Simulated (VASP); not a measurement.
# Rb (Im-3m) in VASP: a series of runs

Rb is run at these levels: r2SCAN, PBE; tasks: single point.

Everything below comes from runs of VASP 6.6.1. Logs are shortened: lines on timing, memory, paths and dates and some standing lists are left out, and cuts for length are marked.

### Step 1. The cell of the first run

It takes space group Im-3m (No. 229, cubic). Conventional cell: a = 5.679 Å, b = 5.679 Å, c = 5.679 Å, α = 90.00°, β = 90.00°, γ = 90.00°.

### Step 2. Single point, r2SCAN

The input, POSCAR:

```
Rb
1.0
   -2.8393792292      2.8393792292      2.8393792292
    2.8393792292     -2.8393792292      2.8393792292
    2.8393792292      2.8393792292     -2.8393792292
Rb
1
Direct
    0.0000000000      0.0000000000      0.0000000000
```

The input, INCAR.step1:

```
SYSTEM = Rb
PREC     = Accurate       ! precision mode
ENCUT    = 520            ! plane-wave cutoff, eV
ISMEAR   = -1             ! smearing method
SIGMA    = 0.05           ! smearing width, eV
LREAL    = .FALSE.        ! projectors in reciprocal space
LASPH    = .TRUE.         ! aspherical terms in the spheres
NELM     = 60             ! most SCF steps
NBANDS   = 10             ! bands
GGA      = PE             ! functional
ALGO     = Normal         ! electronic algorithm
EDIFF    = 1E-4           ! SCF threshold, eV
LWAVE    = .TRUE.         ! write WAVECAR
LCHARG   = .FALSE.        ! write CHGCAR
```

The input, INCAR.step2:

```
SYSTEM = Rb
PREC     = Accurate       ! precision mode
ENCUT    = 520            ! plane-wave cutoff, eV
EDIFF    = 1E-6           ! SCF threshold, eV
ISMEAR   = -1             ! smearing method
SIGMA    = 0.05           ! smearing width, eV
LREAL    = .FALSE.        ! projectors in reciprocal space
LASPH    = .TRUE.         ! aspherical terms in the spheres
NELM     = 60             ! most SCF steps
ALGO     = Normal         ! electronic algorithm
ISIF     = 2              ! what is computed and relaxed
LWAVE    = .FALSE.        ! write WAVECAR
LCHARG   = .FALSE.        ! write CHGCAR
METAGGA  = R2SCAN         ! meta-GGA
LMIXTAU  = .TRUE.       
NBANDS   = 10             ! bands
ISTART   = 1
```

The input, KPOINTS:

```
regular mesh
0
G
  7 7 7
  0 0 0
```

Potentials or basis: VASP PAW PBE potentials, release 64 (Rb_sv).

Run with:

```bash
> cat potpaw_PBE.64/Rb_sv/POTCAR > POTCAR
> cp INCAR.step1 INCAR
> mpirun -np 1 vasp_std > vasp.out
> cp INCAR.step2 INCAR
> mpirun -np 1 vasp_std > vasp.out
```

OUTCAR:

```text
SYSTEM = Rb
   PREC = Accurate
   ENCUT = 520
   EDIFF = 1E-6
   ISMEAR = -1
   LREAL = .FALSE.
   LASPH = .TRUE.
   NELM = 60
   ISIF = 2
   METAGGA = R2SCAN
   ISTART = 1

 ion  position               nearest neighbor table
   1  0.000  0.000  0.000-

  LATTYP: Found a body centered cubic cell.
 ALAT       =     5.6787584584

  Lattice vectors:

 A1 = (  -2.8393792292,   2.8393792292,   2.8393792292)
 A2 = (   2.8393792292,  -2.8393792292,   2.8393792292)
 A3 = (   2.8393792292,   2.8393792292,  -2.8393792292)

Analysis of symmetry for initial positions (statically):
=====================================================================
 Subroutine PRICEL returns:
 Original cell was already a primitive cell.

 Routine SETGRP: Setting up the symmetry group for a
 body centered cubic supercell.

 Subroutine GETGRP returns: Found 48 space group operations
 (whereof 48 operations were pure point group operations)
 out of a pool of 48 trial point group operations.

The static configuration has the point symmetry O_h .

Analysis of symmetry for dynamics (positions and initial velocities):
=====================================================================
 Subroutine PRICEL returns:
 Original cell was already a primitive cell.

 Routine SETGRP: Setting up the symmetry group for a
 body centered cubic supercell.

 Subroutine GETGRP returns: Found 48 space group operations
 (whereof 48 operations were pure point group operations)
 out of a pool of 48 trial point group operations.

The dynamic configuration has the point symmetry O_h .

 Subroutine INISYM returns: Found 48 space group operations
 (whereof 48 operations are pure point group operations),
 and found     1 'primitive' translations

----------------------------------------------------------------------------------------

                                     Primitive cell

  volume of cell :      91.5651

  direct lattice vectors                    reciprocal lattice vectors
    -2.839379229  2.839379229  2.839379229     0.000000000  0.176094829  0.176094829
     2.839379229 -2.839379229  2.839379229     0.176094829  0.000000000  0.176094829
     2.839379229  2.839379229 -2.839379229     0.176094829  0.176094829  0.000000000

  length of vectors
     4.917949087  4.917949087  4.917949087     0.249035696  0.249035696  0.249035696

  position of ions in fractional coordinates (direct lattice)
     0.000000000  0.000000000  0.000000000

  ion indices of the primitive-cell ions
   primitive index   ion index
                 1           1

----------------------------------------------------------------------------------------

 KPOINTS: regular mesh

Automatic generation of k-mesh.
 Grid dimensions read from file:
 generate k-points for:    7    7    7

 Generating k-lattice:

  Cartesian coordinates                     Fractional coordinates (reciprocal lattice)
     0.000000000  0.025156404  0.025156404     0.142857143  0.000000000  0.000000000
     0.025156404  0.000000000  0.025156404     0.000000000  0.142857143  0.000000000
     0.025156404  0.025156404  0.000000000     0.000000000  0.000000000  0.142857143

  Length of vectors
     0.035576528  0.035576528  0.035576528

  Shift w.r.t. Gamma in fractional coordinates (k-lattice)
     0.000000000  0.000000000  0.000000000

 Subroutine IBZKPT returns following result:
 ===========================================

 Found     20 irreducible k-points:

 Following reciprocal coordinates:
            Coordinates               Weight
  0.000000  0.000000  0.000000      1.000000
  0.142857  0.000000  0.000000     12.000000
  0.285714  0.000000  0.000000     12.000000
  0.428571  0.000000  0.000000     12.000000
  0.142857  0.142857  0.000000     24.000000
  0.285714  0.142857 -0.000000     48.000000
[... 12 lines left out ...]
 -0.428571 -0.428571  0.285714      8.000000
 -0.428571  0.428571  0.428571      6.000000
   k-points           NKPTS =     20   k-points in BZ     NKDIM =     20   number of bands    NBANDS=     10
   number of dos      NEDOS =    301   number of ions     NIONS =      1
   total plane-waves  NPLWV =  64000
   dimension x,y,z NGX =    40 NGY =   40 NGZ =   40
   dimension x,y,z NGXF=    80 NGYF=   80 NGZF=   80
   ions per type =               1
   NGX,Y,Z   is equivalent  to a cutoff of  13.52, 13.52, 13.52 a.u.
   NGXF,Y,Z  is equivalent  to a cutoff of  27.04, 27.04, 27.04 a.u.
 SYSTEM =  Rb
   PREC   = accura    normal or accurate (medium, high low for compatibility)
   ISTART =      1    job   : 0-new  1-cont  2-samecut
   ICHARG =      0    charge: 1-file 2-atom 10-const
   ISPIN  =      1    spin polarized calculation?
   LNONCOLLINEAR =      F non collinear calculations
   LSORBIT =      F    spin-orbit coupling
   LASPH  =      T    aspherical Exc in radial PAW
   ENCUT  =  520.0 eV  38.22 Ry    6.18 a.u.   9.14  9.14  9.14*2*pi/ulx,y,z
   NELM   =     60;   NELMIN=  2; NELMDL=  0     # of ELM steps
   EDIFF  = 0.1E-05   stopping-criterion for ELM
   LREAL  =      F    real-space projection
   EDIFFG = 0.1E-04   stopping-criterion for IOM
   NSW    =      0    number of steps for IOM
   IBRION =     -1    ionic relax: 0-MD 1-quasi-New 2-CG
   NFREE  =      0    steps in history (QN), initial steepest desc. (CG)
   ISIF   =      2    stress and relaxation
   ISYM   =      2    0-nonsym 1-usesym 2-fastsym
   POTIM  = 0.5000    time-step for ionic-motion
   TEBEG  =    0.0;   TEEND  =   0.0 temperature during run
   PSTRESS=    0.0 pullay stress
   NELECT =       9.0000    total number of electrons
   NUPDOWN=      -1.0000    fix difference up-down
   EMIN   =  10.00;   EMAX   =-10.00  energy-range for DOS
   EFERMI =   0.00;   METHOD = LEGACY
   ISMEAR =    -1;   SIGMA  =   0.05  broadening in eV -4-tet -1-fermi 0-gaus
   EFERMI_NEDOS =   21; number of points for ismear=-14 and -15
   IALGO  =     38    algorithm
   IMIX   =      4    mixing-type and parameters
     AMIX     =   0.40;   BMIX     =  1.00
     AMIX_MAG =   1.60;   BMIX_MAG =  1.00
  volume/ion in A,a.u.               =      91.57       617.91
  Fermi-wavevector in a.u.,A,eV,Ry     =   0.755519  1.427725  7.766335  0.570810
  Thomas-Fermi vector in A             =   1.853432
   LORBIT       =      0    0 simple, 1 ext, 2 COOP (PROOUT), +10 PAW based schemes
   METAGGA = R2SCAN    functional components
   LHFCALC =     F    Hartree Fock is set to
   AEXX    =    0.0000 exact exchange contribution
   IVDW    =     0    specifies the selected vdW correction
   LEPSILON=     F    determine dielectric tensor
   LRPA    =     F    only Hartree local field effects (RPA)
 non-spin polarized calculation
  energy-cutoff  :      520.00
  volume of cell :       91.57
 maximum number of plane-waves:      2491
 NGX is ok and might be reduce to    40
   NGX = 19   NGY = 19   NGZ = 19

 number of electron       9.0000000 magnetization

 Free energy of the ion-electron system (eV)
  ---------------------------------------------------
  ext. energy  EPLUGINS =         0.00000000
  ---------------------------------------------------
  free energy    TOTEN  =       -13.92361606 eV

  energy without entropy =      -13.91617888  energy(sigma->0) =      -13.91989747

 E-fermi :   0.0514     XC(G=0):  -5.7074

 val. band max:       -0.0093805503   @ k =  -0.2857   0.4286   0.1429
 cond. band min:       0.1726178887   @ k =  -0.4286   0.4286   0.1429
 fundamental gap:      0.1819984390
 Fermi energy:         0.0513534829

 k-point     1 :       0.0000    0.0000    0.0000
  band No.  band energies     occupation
      1     -30.0253      2.00000
      2     -13.5152      2.00000
      3     -13.5152      2.00000
      4     -13.5152      2.00000
      5      -2.0262      2.00000
      6       4.1647      0.00000
      7       4.1647      0.00000
      8       4.1647      0.00000
      9       5.1358      0.00000
     10       5.1358      0.00000

 k-point     2 :       0.1429    0.0000    0.0000
  band No.  band energies     occupation
      1     -30.0245      2.00000
      2     -13.5337      2.00000
      3     -13.5211      2.00000
      4     -13.5152      2.00000
      5      -1.7743      2.00000
      6       3.6426      0.00000
      7       3.8177      0.00000
      8       4.3949      0.00000
      9       4.8447      0.00000
     10       5.0301      0.00000

 k-point     3 :       0.2857    0.0000    0.0000
  band No.  band energies     occupation
      1     -30.0226      2.00000
      2     -13.5745      2.00000
      3     -13.5342      2.00000
      4     -13.5153      2.00000
      5      -1.0631      2.00000
      6       2.4266      0.00000
      7       3.2840      0.00000
      8       4.9987      0.00000
      9       5.0177      0.00000
     10       5.0654      0.00000

 k-point     4 :       0.4286    0.0000    0.0000
  band No.  band energies     occupation
      1     -30.0211      2.00000
      2     -13.6065      2.00000
      3     -13.5448      2.00000
      4     -13.5154      2.00000
      5      -0.0305      1.67442
      6       1.2214      0.00000
      7       2.9688      0.00000
      8       4.8964      0.00000
      9       5.3428      0.00000
     10       6.1070      0.00000

 k-point     5 :       0.1429    0.1429    0.0000
  band No.  band energies     occupation
      1     -30.0231      2.00000
      2     -13.5615      2.00000
      3     -13.5282      2.00000
      4     -13.5195      2.00000
      5      -1.2917      2.00000
      6       2.9164      0.00000
      7       3.2334      0.00000
      8       4.6750      0.00000
      9       4.7759      0.00000
     10       5.4150      0.00000

 k-point     6 :       0.2857    0.1429   -0.0000
  band No.  band energies     occupation
      1     -30.0215      2.00000
      2     -13.5920      2.00000
      3     -13.5442      2.00000
      4     -13.5212      2.00000
      5      -0.4092      1.99980
      6       1.8707      0.00000
      7       2.7589      0.00000
      8       4.7119      0.00000
      9       5.2228      0.00000
     10       5.7087      0.00000
[... 131 lines left out ...]
 k-point    17 :      -0.2857    0.2857    0.2857
  band No.  band energies     occupation
      1     -30.0203      2.00000
      2     -13.5720      2.00000
      3     -13.5552      2.00000
      4     -13.5552      2.00000
      5      -0.2103      1.98938
      6       2.2460      0.00000
      7       3.3696      0.00000
      8       3.3696      0.00000
      9       4.4815      0.00000
     10       5.3402      0.00000

 k-point    18 :      -0.4286    0.4286    0.2857
  band No.  band energies     occupation
      1     -30.0190      2.00000
      2     -13.5903      2.00000
      3     -13.5668      2.00000
      4     -13.5572      2.00000
      5       0.6676      0.00001
      6       1.5573      0.00000
      7       3.0680      0.00000
      8       3.3215      0.00000
      9       4.3304      0.00000
     10       6.0922      0.00000

 k-point    19 :      -0.4286   -0.4286    0.2857
  band No.  band energies     occupation
      1     -30.0184      2.00000
      2     -13.5841      2.00000
      3     -13.5841      2.00000
      4     -13.5600      2.00000
      5       1.2762      0.00000
      6       1.2762      0.00000
      7       2.5367      0.00000
      8       3.9737      0.00000
      9       3.9737      0.00000
     10       5.9346      0.00000

 k-point    20 :      -0.4286    0.4286    0.4286
  band No.  band energies     occupation
      1     -30.0178      2.00000
      2     -13.5822      2.00000
      3     -13.5789      2.00000
      4     -13.5789      2.00000
      5       1.1783      0.00000
      6       1.4718      0.00000
      7       3.4679      0.00000
      8       3.5052      0.00000
      9       3.5052      0.00000
     10       6.1874      0.00000

------------------------ aborting loop because EDIFF is reached ----------------------------------------

  FORCE on cell =-STRESS in cart. coord.  units (eV):
  Direction    XX          YY          ZZ          XY          YZ          ZX
  --------------------------------------------------------------------------------------
  -------------------------------------------------------------------------------------
  Total        0.0546035      0.0546035      0.0546035     -0.0000000      0.0000000     -0.0000000
  in kB        0.9554339      0.9554339      0.9554339     -0.0000000      0.0000000     -0.0000000
  external PRESSURE =       0.9554339 kB  Pullay stress =       0.0000000 kB

 VOLUME and BASIS-vectors are now :
 -----------------------------------------------------------------------------
  energy-cutoff  :      520.00
  volume of cell :       91.57
      direct lattice vectors                 reciprocal lattice vectors
    -2.839379229  2.839379229  2.839379229     0.000000000  0.176094829  0.176094829
     2.839379229 -2.839379229  2.839379229     0.176094829  0.000000000  0.176094829
     2.839379229  2.839379229 -2.839379229     0.176094829  0.176094829  0.000000000

 POSITION                                       TOTAL-FORCE (eV/Angst)
 -----------------------------------------------------------------------------------
      0.00000      0.00000      0.00000        -0.000000      0.000000     -0.000000
 -----------------------------------------------------------------------------------
    total drift:                                0.000000     -0.000000     -0.000000

  FREE ENERGIE OF THE ION-ELECTRON SYSTEM (eV)
  ---------------------------------------------------
  free  energy   TOTEN  =       -13.9236160612 eV

  energy  without entropy=      -13.9161788770  energy(sigma->0) =      -13.91989747
```

Run time: 39 s. Hardware: 1 thread of Intel Xeon 6975P-C (Granite Rapids), shared host; peak memory 0.25 GiB.

What came out:

- Free energy: -13.9236 eV
- Pressure: 0.1 GPa
- Band gap on the k mesh: zero (an odd number of electrons rules out a gap without spin polarisation)

Levels at points of the mesh, in eV from the Fermi level:
```csv
k point,band 1,band 2,band 3,band 4,band 5,band 6,band 7,band 8,band 9,band 10
"(0.00, 0.00, 0.00)",-30.08,-13.57,-13.57,-13.57,-2.08,4.11,4.11,4.11,5.08,5.08
```

Caveat: the PAW data sets were made with another functional, which shifts forces and pressure a little.

(Part 1 of 3 ends here.)

The gap in the log of VASP goes by the Fermi energy; the results here count the filled bands.